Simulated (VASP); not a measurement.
Crystal: Ir.

```
CELL_PARAMETERS angstrom
0.00000 1.93606 1.93606
1.93606 0.00000 1.93606
1.93606 1.93606 0.00000
ATOMIC_POSITIONS crystal
Ir 0.00000 0.00000 0.00000
```

Program: VASP 6.6.1. Alike in all runs: task single point; level PBE; potentials or basis VASP PAW PBE potentials, release 64 (Ir); no spin polarisation; cell as given; cutoff (eV) 520. Hardware: 1 thread of Intel Xeon 6975P-C, on a shared host.

Order these runs on this cell by their wall time, lowest first.
A. k mesh 2 × 2 × 2; smearing fermi-dirac 0.1 eV
B. k mesh 14 × 14 × 14; smearing methfessel-paxton 1 eV
C. k mesh 20 × 20 × 20; smearing fermi-dirac 0.1 eV

A (2.5 s), B (11 s), C (25 s).

Caveats: some runs use coarse meshes.
